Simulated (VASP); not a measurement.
Set up this calculation in VASP 6.6.1, as the native input.

```yaml
Task: single point
Functional: LDA
Potentials_or_basis: VASP PAW LDA potentials, release 64 (In_d)
Cutoff: 520 eV
k_mesh: 22 × 22 × 22
Occupations: gaussian, width 0.15 eV
Spin: no spin polarisation
Dipole_correction: no
Further_INCAR_settings: ALGO = Fast; EDIFF = 1e-06; NBANDS = 12
```

The structure of In lies in POSCAR:

```
In
1.0
   -1.5960013276      1.5960013276      2.5063596408
    1.5960013276     -1.5960013276      2.5063596408
    1.5960013276      1.5960013276     -2.5063596408
In
1
Direct
    0.0000000000      0.0000000000      0.0000000000
```

One way to write it, as run:

INCAR

```
SYSTEM = In
ALGO     = Fast           ! electronic algorithm
EDIFF    = 1E-6           ! SCF threshold, eV
ENCUT    = 520            ! plane-wave cutoff, eV
GGA      = CA             ! functional
ISIF     = 2              ! what is computed and relaxed
ISMEAR   = 0              ! smearing method
LASPH    = .TRUE.         ! aspherical terms in the spheres
LCHARG   = .FALSE.        ! write CHGCAR
LREAL    = .FALSE.        ! projectors in reciprocal space
LWAVE    = .FALSE.        ! write WAVECAR
NBANDS   = 12             ! bands
NELM     = 80             ! most SCF steps
PREC     = Accurate       ! precision mode
SIGMA    = 0.15           ! smearing width, eV
```

KPOINTS

```
k-points
0
G
  22 22 22
  0 0 0
```

Potentials or basis: VASP PAW LDA potentials, release 64 (In_d).

The run is started by

```sh
$ cat potpaw_LDA.64/In_d/POTCAR > POTCAR
$ mpirun -np 1 vasp_std > vasp.out
```

Results of the run:

- Pressure: -1.6 GPa
- Band gap on the k mesh: zero (an odd number of electrons rules out a gap without spin polarisation)

Caveat: spin-orbit coupling is left out, which moves the levels of the heavy elements.

Run time: 7.9 min on 1 thread of Intel(R) Xeon(R) Platinum 8259CL CPU @ 2.50GHz (Skylake/Cascade Lake) (shared host), peak memory 0.34 GiB.
